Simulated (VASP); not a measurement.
# Ag (P6_3/mmc) in VASP: notebook

The runs below take Ag through single point, with PBEsol.

Everything below comes from runs of VASP 6.6.1. Logs are shortened: lines on timing, memory, paths and dates and some standing lists are left out, and cuts for length are marked.

## Step 1: The cell of the first run

The structure is hexagonal, space group P6_3/mmc (No. 194). Conventional cell: a = 2.829 Å, b = 2.829 Å, c = 4.625 Å, α = 90.00°, β = 90.00°, γ = 120.00°. Ag (site symmetry -6m2) has 12 Ag at 2.83 Å within 3.7 Å.

## Step 2: Single point, PBEsol

The input, INCAR:

```
ALGO = Normal
EDIFF = 1E-6
ENCUT = 520
GGA = PS
ISIF = 2
ISMEAR = 0
LASPH = True
LCHARG = False
LREAL = False
LWAVE = False
NBANDS = 18
NELM = 80
PREC = Accurate
SIGMA = 0.15
```

The input, KPOINTS:

```
k-points
0
Gamma
  9 9 5
```

The input, POSCAR:

```
Ag
1.0
    2.8288838969      0.0000000000      0.0000000000
   -1.4144419484      2.4498849009      0.0000000000
    0.0000000000      0.0000000000      4.6246941523
Ag
2
Direct
    0.3333333333      0.6666666667      0.2500000000
    0.6666666667      0.3333333333      0.7500000000
```

Potentials or basis: VASP PAW PBE potentials, release 64 (Ag).

The run is started by

```bash
$ cat potpaw_PBE.64/Ag/POTCAR > POTCAR
$ mpirun -np 1 vasp_std > vasp.out
```

OUTCAR:

```text
EDIFF = 1E-6
   ENCUT = 520
   GGA = PS
   ISIF = 2
   ISMEAR = 0
   LASPH = True
   LREAL = False
   NELM = 80
   PREC = Accurate

 ion  position               nearest neighbor table
   1  0.333  0.667  0.250-   2 2.83   2 2.83   2 2.83   2 2.83   2 2.83   2 2.83
   2  0.667  0.333  0.750-   1 2.83   1 2.83   1 2.83   1 2.83   1 2.83   1 2.83

  LATTYP: Found a hexagonal cell.
 ALAT       =     2.8288838969
 C/A-ratio  =     1.6348122867

  Lattice vectors:

 A1 = (   2.8288838969,   0.0000000000,   0.0000000000)
 A2 = (  -1.4144419484,   2.4498849009,   0.0000000000)
 A3 = (   0.0000000000,   0.0000000000,   4.6246941523)

Analysis of symmetry for initial positions (statically):
=====================================================================
 Subroutine PRICEL returns:
 Original cell was already a primitive cell.

 Routine SETGRP: Setting up the symmetry group for a
 hexagonal supercell.

 Subroutine GETGRP returns: Found 24 space group operations
 (whereof 12 operations were pure point group operations)
 out of a pool of 24 trial point group operations.

The static configuration has the point symmetry D_3d.
 The point group associated with its full space group is D_6h.

Analysis of symmetry for dynamics (positions and initial velocities):
=====================================================================
 Subroutine PRICEL returns:
 Original cell was already a primitive cell.

 Routine SETGRP: Setting up the symmetry group for a
 hexagonal supercell.

 Subroutine GETGRP returns: Found 24 space group operations
 (whereof 12 operations were pure point group operations)
 out of a pool of 24 trial point group operations.

The dynamic configuration has the point symmetry D_3d.
 The point group associated with its full space group is D_6h.

 Subroutine INISYM returns: Found 24 space group operations
 (whereof 12 operations are pure point group operations),
 and found     1 'primitive' translations

----------------------------------------------------------------------------------------

                                     Primitive cell

  volume of cell :      32.0512

  direct lattice vectors                    reciprocal lattice vectors
     2.828883897  0.000000000  0.000000000     0.353496303  0.204091221  0.000000000
    -1.414441948  2.449884901  0.000000000     0.000000000  0.408182441  0.000000000
     0.000000000  0.000000000  4.624694152     0.000000000  0.000000000  0.216230515

  length of vectors
     2.828883897  2.828883535  4.624694152     0.408182389  0.408182441  0.216230515

  position of ions in fractional coordinates (direct lattice)
     0.333333333  0.666666667  0.250000000
     0.666666667  0.333333333  0.750000000

  ion indices of the primitive-cell ions
   primitive index   ion index
                 1           1
                 2           2

----------------------------------------------------------------------------------------

 KPOINTS: k-points

Automatic generation of k-mesh.
 Grid dimensions read from file:
 generate k-points for:    9    9    5

 Generating k-lattice:

  Cartesian coordinates                     Fractional coordinates (reciprocal lattice)
     0.039277367  0.022676802  0.000000000     0.111111111  0.000000000  0.000000000
     0.000000000  0.045353605  0.000000000     0.000000000  0.111111111  0.000000000
     0.000000000  0.000000000  0.043246103     0.000000000  0.000000000  0.200000000

  Length of vectors
     0.045353599  0.045353605  0.043246103

  Shift w.r.t. Gamma in fractional coordinates (k-lattice)
     0.000000000  0.000000000  0.000000000

 Subroutine IBZKPT returns following result:
 ===========================================

 Found     36 irreducible k-points:

 Following reciprocal coordinates:
            Coordinates               Weight
  0.000000  0.000000  0.000000      1.000000
  0.111111 -0.000000  0.000000      6.000000
  0.222222 -0.000000  0.000000      6.000000
  0.333333 -0.000000  0.000000      6.000000
  0.444444 -0.000000  0.000000      6.000000
  0.111111  0.111111  0.000000      6.000000
[... 16 lines left out ...]
  0.333333  0.222222  0.200000     24.000000
  0.333333  0.333333  0.200000      4.000000
 [... further k-points ...]
   k-points           NKPTS =     36   k-points in BZ     NKDIM =     36   number of bands    NBANDS=     18
   number of dos      NEDOS =    301   number of ions     NIONS =      2
   total plane-waves  NPLWV =  20736
   dimension x,y,z NGX =    24 NGY =   24 NGZ =   36
   dimension x,y,z NGXF=    48 NGYF=   48 NGZF=   72
   ions per type =               2
   NGX,Y,Z   is equivalent  to a cutoff of  14.10, 14.10, 12.94 a.u.
   NGXF,Y,Z  is equivalent  to a cutoff of  28.21, 28.21, 25.88 a.u.
 SYSTEM =  unknown system
   PREC   = accura    normal or accurate (medium, high low for compatibility)
   ISTART =      0    job   : 0-new  1-cont  2-samecut
   ICHARG =      2    charge: 1-file 2-atom 10-const
   ISPIN  =      1    spin polarized calculation?
   LNONCOLLINEAR =      F non collinear calculations
   LSORBIT =      F    spin-orbit coupling
   LASPH  =      T    aspherical Exc in radial PAW
   ENCUT  =  520.0 eV  38.22 Ry    6.18 a.u.   5.26  5.26  8.60*2*pi/ulx,y,z
   NELM   =     80;   NELMIN=  2; NELMDL= -5     # of ELM steps
   EDIFF  = 0.1E-05   stopping-criterion for ELM
   LREAL  =      F    real-space projection
   EDIFFG = 0.1E-04   stopping-criterion for IOM
   NSW    =      0    number of steps for IOM
   IBRION =     -1    ionic relax: 0-MD 1-quasi-New 2-CG
   NFREE  =      0    steps in history (QN), initial steepest desc. (CG)
   ISIF   =      2    stress and relaxation
   ISYM   =      2    0-nonsym 1-usesym 2-fastsym
   POTIM  = 0.5000    time-step for ionic-motion
   TEBEG  =    0.0;   TEEND  =   0.0 temperature during run
   PSTRESS=    0.0 pullay stress
   NELECT =      22.0000    total number of electrons
   NUPDOWN=      -1.0000    fix difference up-down
   EMIN   =  10.00;   EMAX   =-10.00  energy-range for DOS
   EFERMI =   0.00;   METHOD = LEGACY
   ISMEAR =     0;   SIGMA  =   0.15  broadening in eV -4-tet -1-fermi 0-gaus
   EFERMI_NEDOS =   21; number of points for ismear=-14 and -15
   IALGO  =     38    algorithm
   IMIX   =      4    mixing-type and parameters
     AMIX     =   0.40;   BMIX     =  1.00
     AMIX_MAG =   1.60;   BMIX_MAG =  1.00
  volume/ion in A,a.u.               =      16.03       108.15
  Fermi-wavevector in a.u.,A,eV,Ry     =   1.444113  2.728977 28.374430  2.085462
  Thomas-Fermi vector in A             =   2.562444
   LORBIT       =      0    0 simple, 1 ext, 2 COOP (PROOUT), +10 PAW based schemes
   GGA     = PS    functional components
   LHFCALC =     F    Hartree Fock is set to
   AEXX    =    0.0000 exact exchange contribution
   IVDW    =     0    specifies the selected vdW correction
   LEPSILON=     F    determine dielectric tensor
   LRPA    =     F    only Hartree local field effects (RPA)
 non-spin polarized calculation
 Gauss-broadening in eV      SIGMA  =   0.15
  energy-cutoff  :      520.00
  volume of cell :       32.05
 maximum number of plane-waves:       872
 NGX is ok and might be reduce to    24
   NGX = 11   NGY = 11   NGZ = 17

 number of electron      22.0000004 magnetization

 Free energy of the ion-electron system (eV)
  ---------------------------------------------------
  ext. energy  EPLUGINS =         0.00000000
  ---------------------------------------------------
  free energy    TOTEN  =        -6.63611173 eV

  energy without entropy =       -6.63491511  energy(sigma->0) =       -6.63551342

 E-fermi :   9.2349     XC(G=0): -12.7855

 val. band max:        9.0941272589   @ k =   0.1111   0.1111   0.2000
 cond. band min:       9.4897763715   @ k =   0.2222  -0.0000   0.2000
 fundamental gap:      0.3956491126
 Fermi energy:         9.2348522219

 k-point     1 :       0.0000    0.0000    0.0000
  band No.  band energies     occupation
      1       0.8216      2.00000
      2       2.3157      2.00000
      3       4.1034      2.00000
      4       4.2059      2.00000
      5       4.2059      2.00000
      6       4.4758      2.00000
[... 10 lines left out ...]
     17      28.1196      0.00000
     18      28.1196      0.00000

 k-point     2 :       0.1111   -0.0000    0.0000
  band No.  band energies     occupation
      1       1.1764      2.00000
      2       2.5237      2.00000
      3       3.9071      2.00000
      4       4.3486      2.00000
      5       4.4062      2.00000
      6       4.4514      2.00000
[... 10 lines left out ...]
     17      27.2077      0.00000
     18      28.4189      0.00000

 k-point     3 :       0.2222   -0.0000    0.0000
  band No.  band energies     occupation
      1       2.0687      2.00000
      2       2.8385      2.00000
      3       3.7933      2.00000
      4       3.9285      2.00000
      5       4.2482      2.00000
      6       4.5157      2.00000
[... 10 lines left out ...]
     17      25.8470      0.00000
     18      27.2989      0.00000

 k-point     4 :       0.3333   -0.0000    0.0000
  band No.  band energies     occupation
      1       2.5954      2.00000
      2       2.7750      2.00000
      3       3.2115      2.00000
      4       4.2721      2.00000
      5       4.3899      2.00000
      6       4.4226      2.00000
[... 375 lines left out ...]
      4       3.5544      2.00000
      5       4.3686      2.00000
      6       4.4488      2.00000
[... 10 lines left out ...]
     17      21.6001      0.00000
     18      25.9289      0.00000

 k-point    23 :       0.3333    0.2222    0.2000
  band No.  band energies     occupation
      1       2.8180      2.00000
      2       3.1698      2.00000
      3       3.4490      2.00000
      4       3.6502      2.00000
      5       4.0701      2.00000
      6       4.6396      2.00000
[... 10 lines left out ...]
     17      21.1893      0.00000
     18      23.2145      0.00000

 k-point    24 :       0.3333    0.3333    0.2000
  band No.  band energies     occupation
      1       2.9974      2.00000
      2       3.3417      2.00000
      3       3.3417      2.00000
      4       3.8438      2.00000
      5       4.1777      2.00000
      6       4.1777      2.00000
[... 10 lines left out ...]
     17      22.9088      0.00000
     18      22.9088      0.00000

 [... further k-points ...]
[... 5 lines left out ...]
  --------------------------------------------------------------------------------------
  -------------------------------------------------------------------------------------
  Total        0.8127188      0.8127185      1.2218113      0.0000000      0.0000000      0.0000000
  in kB       40.6262800     40.6262661     61.0760443      0.0000000      0.0000000      0.0000000
  external PRESSURE =      47.4428635 kB  Pullay stress =       0.0000000 kB

 VOLUME and BASIS-vectors are now :
 -----------------------------------------------------------------------------
  energy-cutoff  :      520.00
  volume of cell :       32.05
      direct lattice vectors                 reciprocal lattice vectors
     2.828883897  0.000000000  0.000000000     0.353496303  0.204091221  0.000000000
    -1.414441948  2.449884901  0.000000000     0.000000000  0.408182441  0.000000000
     0.000000000  0.000000000  4.624694152     0.000000000  0.000000000  0.216230515

 POSITION                                       TOTAL-FORCE (eV/Angst)
 -----------------------------------------------------------------------------------
     -0.00000      1.63326      1.15617         0.000000      0.000000      0.000000
      1.41444      0.81663      3.46852        -0.000000      0.000000      0.000000
 -----------------------------------------------------------------------------------
    total drift:                               -0.000000      0.000000     -0.000000

  FREE ENERGIE OF THE ION-ELECTRON SYSTEM (eV)
  ---------------------------------------------------
  free  energy   TOTEN  =        -6.6361117330 eV

  energy  without entropy=       -6.6349151062  energy(sigma->0) =       -6.63551342
```

Wall time 14 s (1 thread of AMD EPYC 7R13 (Zen 3), shared host); peak memory 0.13 GiB.

Results:

* Free energy: -6.6361 eV
* Pressure: 4.7 GPa
* Band gap on the k mesh: zero (band 11 reaches 13.20 eV, above the bottom of band 12 at 5.81 eV)

Levels at points of the mesh, in eV from the Fermi level:
```tsv
k point	band 9	band 10	band 11	band 12	band 13	band 14
(0.00, 0.00, 0.00)	-4.35	-3.22	-3.22	-0.75	3.80	15.67
```

Caveat: the PAW data sets were made with another functional, which shifts forces and pressure a little.

## Step 3: Single point, PBEsol

This run uses another cell than the first one, of 16.47 Å³/atom, 1.028 times its volume.

The input, INCAR:

```
SYSTEM = Ag
  ALGO = Normal
  EDIFF = 1E-6
  ENCUT = 520
  GGA = PS
  ISIF = 2
  ISMEAR = 0
  LASPH = .TRUE.
  LCHARG = .TRUE.
  LELF = .TRUE.
  LREAL = .FALSE.
  LVHAR = .TRUE.
  LWAVE = .FALSE.
  NBANDS = 18
  NELM = 60
  PREC = Accurate
  SIGMA = 0.15
```

The input, KPOINTS:

```
k-points
0
G
  9 9 5
  0 0 0
```

The input, POSCAR:

```
Ag
1.0
    2.8548384099      0.0000000000      0.0000000000
   -1.4274192050      2.4723621647      0.0000000000
    0.0000000000      0.0000000000      4.6671249091
Ag
2
Direct
    0.3333333333      0.6666666667      0.2500000000
    0.6666666667      0.3333333333      0.7500000000
```

Potentials or basis: VASP PAW PBE potentials, release 64 (Ag).

The run is started by

```bash
$ cat potpaw_PBE.64/Ag/POTCAR > POTCAR
$ mpirun -np 1 vasp_std > vasp.out
```

Run time: 16 s. Hardware: 1 thread of AMD EPYC 7R13 (Zen 3), shared host; peak memory 0.13 GiB.

The run converged. Its results:

- Free energy: -6.6524 eV
- Pressure: 1.0 GPa
- Band gap on the k mesh: zero (band 11 reaches 12.71 eV, above the bottom of band 12 at 5.44 eV)

Stress tensor (GPa, compression positive):
```
0.38 0.00 0.00
0.00 0.38 0.00
0.00 0.00 2.29
```

Levels at points of the mesh, in eV from the Fermi level:
```tsv
k point	band 8	band 9	band 10	band 11	band 12	band 13	band 14	band 15
(0.00, 0.00, 0.00)	-4.26	-4.26	-3.18	-3.18	-0.65	3.66	15.62	17.57
```

Caveat: the PAW data sets were made with another functional, which shifts forces and pressure a little.
